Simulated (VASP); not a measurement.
# Be (P4_2/mnm) in VASP: further runs, part 2 of 2

VASP 6.6.1. The steps go on from the part before.

## (3) Single point, PBE (volume scaled by 0.96)

Contents of INCAR:

```
ALGO = Normal
EDIFF = 1E-7
ENCUT = 520
GGA = PE
ISIF = 2
ISMEAR = -1
LASPH = T
LCHARG = F
LREAL = F
LWAVE = F
NBANDS = 12
NELM = 80
PREC = Accurate
SIGMA = 0.05
```

Contents of KPOINTS:

```
k-points
0
Gamma
  9 9 14
```

Contents of POSCAR:

```
Be
1.0
    3.6961751708      0.0000000000      0.0000000000
    0.0000000000      3.6961751708      0.0000000000
    0.0000000000      0.0000000000      2.2504481124
Be
4
Direct
    0.2974080000      0.2974080000      0.0000000000
    0.7025920000      0.7025920000      0.0000000000
    0.2025920000      0.7974080000      0.5000000000
    0.7974080000      0.2025920000      0.5000000000
```

Potentials or basis: VASP PAW PBE potentials, release 64 (Be).

Started as:

```
$ cat potpaw_PBE.64/Be/POTCAR > POTCAR
$ mpirun -np 1 vasp_std > vasp.out
```

OUTCAR:

```text
EDIFF = 1E-7
   ENCUT = 520
   GGA = PE
   ISIF = 2
   ISMEAR = -1
   LASPH = T
   LREAL = F
   NELM = 80
   PREC = Accurate

 ion  position               nearest neighbor table
   1  0.297  0.297  0.000-   2 2.12   3 2.19   4 2.19   3 2.19   4 2.19   3 2.19   3 2.19   4 2.19
                             4 2.19
   2  0.703  0.703  0.000-   1 2.12   3 2.19   4 2.19   3 2.19   4 2.19   4 2.19   4 2.19   3 2.19
                             3 2.19
   3  0.203  0.797  0.500-   4 2.12   2 2.19   1 2.19   1 2.19   2 2.19   1 2.19   1 2.19   2 2.19
                             2 2.19
   4  0.797  0.203  0.500-   3 2.12   2 2.19   1 2.19   1 2.19   2 2.19   2 2.19   2 2.19   1 2.19
                             1 2.19

  LATTYP: Found a simple tetragonal cell.
 ALAT       =     3.6961751708
 C/A-ratio  =     0.6088586196

  Lattice vectors:

 A1 = (   3.6961751708,   0.0000000000,   0.0000000000)
 A2 = (   0.0000000000,   3.6961751708,   0.0000000000)
 A3 = (   0.0000000000,   0.0000000000,   2.2504481124)

Analysis of symmetry for initial positions (statically):
=====================================================================
 Subroutine PRICEL returns:
 Original cell was already a primitive cell.

 Routine SETGRP: Setting up the symmetry group for a
 simple tetragonal supercell.

 Subroutine GETGRP returns: Found 16 space group operations
 (whereof  8 operations were pure point group operations)
 out of a pool of 16 trial point group operations.

The static configuration has the point symmetry D_2h.
 The point group associated with its full space group is D_4h.

Analysis of symmetry for dynamics (positions and initial velocities):
=====================================================================
 Subroutine PRICEL returns:
 Original cell was already a primitive cell.

 Routine SETGRP: Setting up the symmetry group for a
 simple tetragonal supercell.

 Subroutine GETGRP returns: Found 16 space group operations
[... 133 lines left out ...]
   GGA     = PE    functional components
   LHFCALC =     F    Hartree Fock is set to
   AEXX    =    0.0000 exact exchange contribution
   IVDW    =     0    specifies the selected vdW correction
   LEPSILON=     F    determine dielectric tensor
   LRPA    =     F    only Hartree local field effects (RPA)
 non-spin polarized calculation
  energy-cutoff  :      520.00
  volume of cell :       30.74
 maximum number of plane-waves:       848
 NGX is ok and might be reduce to    28
   NGX = 13   NGY = 13   NGZ =  9

 number of electron       8.0000000 magnetization

 Free energy of the ion-electron system (eV)
  ---------------------------------------------------
  ext. energy  EPLUGINS =         0.00000000
  ---------------------------------------------------
  free energy    TOTEN  =       -14.83235738 eV

  energy without entropy =      -14.82800077  energy(sigma->0) =      -14.83017908

 E-fermi :   7.1324     XC(G=0): -10.6969

 val. band max:        7.1229155368   @ k =   0.0000   0.0000   0.2857
 cond. band min:       7.1348206693   @ k =   0.2222   0.0000   0.2857
 fundamental gap:      0.0119051325
 Fermi energy:         7.1324296824

 k-point     1 :       0.0000    0.0000    0.0000
  band No.  band energies     occupation
      1      -4.2476      2.00000
      2       2.0174      2.00000
      3       2.5885      2.00000
      4       6.1573      2.00000
      5       6.1573      2.00000
      6      12.1587      0.00000
      7      12.1587      0.00000
      8      14.6898      0.00000
      9      16.6373      0.00000
     10      17.9990      0.00000
     11      23.7523      0.00000
     12      23.7523      0.00000
[... 331 lines left out ...]
 k-point    24 :       0.4444    0.1111    0.0714
  band No.  band energies     occupation
      1      -2.4540      2.00000
      2      -1.5687      2.00000
      3       3.4752      2.00000
      4       4.3411      2.00000
      5       9.3589      0.00000
      6       9.8142      0.00000
      7      15.2876      0.00000
      8      17.6060      0.00000
      9      17.8486      0.00000
     10      18.7732      0.00000
     11      22.5434      0.00000
     12      23.8200      0.00000

 [... further k-points ...]
[... 5 lines left out ...]
  --------------------------------------------------------------------------------------
  -------------------------------------------------------------------------------------
  Total        1.0844727      1.0844727      0.9259429     -0.0000000      0.0000000      0.0000000
  in kB       56.5138757     56.5138757     48.2525975     -0.0000000      0.0000000      0.0000000
  external PRESSURE =      53.7601163 kB  Pullay stress =       0.0000000 kB

 VOLUME and BASIS-vectors are now :
 -----------------------------------------------------------------------------
  energy-cutoff  :      520.00
  volume of cell :       30.74
      direct lattice vectors                 reciprocal lattice vectors
     3.696175171  0.000000000  0.000000000     0.270549948  0.000000000  0.000000000
     0.000000000  3.696175171  0.000000000     0.000000000  0.270549948  0.000000000
     0.000000000  0.000000000  2.250448112     0.000000000  0.000000000  0.444355946

 POSITION                                       TOTAL-FORCE (eV/Angst)
 -----------------------------------------------------------------------------------
      1.09927      1.09927      0.00000        -0.014591     -0.014591      0.000000
      2.59690      2.59690      0.00000         0.014591      0.014591     -0.000000
      0.74882      2.94736      1.12522         0.014591     -0.014591      0.000000
      2.94736      0.74882      1.12522        -0.014591      0.014591      0.000000
 -----------------------------------------------------------------------------------
    total drift:                                0.000000      0.000000     -0.000000

  FREE ENERGIE OF THE ION-ELECTRON SYSTEM (eV)
  ---------------------------------------------------
  free  energy   TOTEN  =       -14.8323573808 eV

  energy  without entropy=      -14.8280007705  energy(sigma->0) =      -14.83017908
```

OSZICAR:

```text
N       E                     dE             d eps       ncg     rms          rms(c)
DAV:   1     0.116875367073E+01    0.11688E+01   -0.33486E+03  2880   0.559E+02
DAV:   2    -0.146008774362E+02   -0.15770E+02   -0.15117E+02  3808   0.102E+02
DAV:   3    -0.149843455857E+02   -0.38347E+00   -0.38014E+00  3976   0.110E+01
DAV:   4    -0.149855537301E+02   -0.12081E-02   -0.12070E-02  3448   0.663E-01
DAV:   5    -0.149855577225E+02   -0.39924E-05   -0.39926E-05  3816   0.336E-02    0.181E+00
DAV:   6    -0.148747061955E+02    0.11085E+00   -0.22199E-02  3368   0.135E+00    0.110E+00
DAV:   7    -0.148323990718E+02    0.42307E-01   -0.25584E-02  3344   0.134E+00    0.102E-01
DAV:   8    -0.148323565612E+02    0.42511E-04   -0.54594E-04  3712   0.141E-01    0.171E-02
DAV:   9    -0.148323561953E+02    0.36588E-06   -0.35263E-06  4076   0.115E-02    0.642E-03
DAV:  10    -0.148323571881E+02   -0.99281E-06   -0.56011E-07  3644   0.579E-03    0.108E-03
DAV:  11    -0.148323574396E+02   -0.25149E-06   -0.27231E-08  2320   0.119E-03    0.180E-04
DAV:  12    -0.148323573808E+02    0.58823E-07   -0.21564E-09  2080   0.477E-04
   1 F= -.14832357E+02 E0= -.14830179E+02  d E =-.435661E-02
```

stdout:

```text
POSCAR found type information on POSCAR Be
 POSCAR found :  1 types and       4 ions
 scaLAPACK will be used
 LDA part: xc-table for (Slater+PW92), standard interpolation
 POSCAR, INCAR and KPOINTS ok, starting setup
 FFT: planning ... GRIDC
 FFT: planning ... GRID_SOFT
 FFT: planning ... GRID
 WAVECAR not read
 entering main loop
```

Run time: 47 s. Hardware: 1 thread of Intel Xeon 8259CL, shared host; peak memory 0.15 GiB.

What came out:

| Item | Value |
| --- | --- |
| Free energy | -14.8324 eV |
| Pressure | 5.4 GPa |
| Largest force | 0.021 eV/Å |
| Band gap on the k mesh | zero (band 4 reaches 8.16 eV, above the bottom of band 5 at 6.16 eV) |

Forces on the atoms (eV/Å):
```
Be  -0.015 -0.015  0.000
Be   0.015  0.015  0.000
Be   0.015 -0.015  0.000
Be  -0.015  0.015  0.000
```
